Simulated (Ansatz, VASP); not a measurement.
# TiPt3: VASP beside Ansatz

File INCAR:

```
SYSTEM = TiPt3
  PREC = Accurate
  ENCUT = 520
  EDIFF = 1E-7
  ISMEAR = 0
  SIGMA = 0.1
  LREAL = .False.
  LASPH = .True.
  NELM = 80
  ALGO = Normal
  ISIF = 2
  LWAVE = .False.
  LCHARG = .False.
  GGA = PE
  NBANDS = 29
```

KPOINTS

```
Automatic mesh
0
Gamma
  10 10 10
  0 0 0
```

POSCAR

```
TiPt3
1.0
    3.9872777654      0.0000000000      0.0000000000
    0.0000000000      3.9872777654      0.0000000000
    0.0000000000      0.0000000000      3.9872777654
Ti Pt
1 3
Direct
    0.0000000000      0.0000000000      0.0000000000
    0.0000000000      0.5000000000      0.5000000000
    0.5000000000      0.0000000000      0.5000000000
    0.5000000000      0.5000000000      0.0000000000
```

Input for Ansatz:

```yaml
crystal:
  lattice:
    - [3.9872777654, 0.0, 0.0]
    - [0.0, 3.9872777654, 0.0]
    - [0.0, 0.0, 3.9872777654]
  atoms:
    - { symbol: Ti, position: [0.0, 0.0, 0.0] }
    - { symbol: Pt, position: [0.0, 0.5, 0.5] }
    - { symbol: Pt, position: [0.5, 0.0, 0.5] }
    - { symbol: Pt, position: [0.5, 0.5, 0.0] }
basis:
  ecutwfc: 420
kpoints:
  mp_grid: { grid: [10, 10, 10] }
hamiltonian:
  xc: pbe
scf:
  occupations: { method: gaussian, width: 0.1 }
output:
  forces: true
  stress: true
  eigenvalues: true
```

Alike in both runs: task single point; functional PBE; k mesh 10 × 10 × 10; occupations gaussian, width 0.1 eV; no spin polarisation.

|  | VASP | Ansatz |
| --- | --- | --- |
| version | VASP 6.6.1 | Ansatz 0.2.0 |
| potentials or method | VASP PAW PBE potentials, release 64 (Ti_sv, Pt), cutoff 520 eV | scalar-relativistic, plane waves, PAW |
| valence electrons in the cell | 42 | 66 |

|  | VASP | Ansatz | Ansatz less VASP |
| --- | --- | --- | --- |
| gap on the k mesh at the Fermi level (eV) | none | none | - |
| pressure (GPa) | -6.8 | -6.5 | +0.31 |

A gap of «none» marks a metal or a gap that the smearing closes. VASP's potentials hold 42 valence electrons a cell and Ansatz's 66, so a difference there can come from the potentials and not from the codes.

Spin-orbit coupling is off throughout.
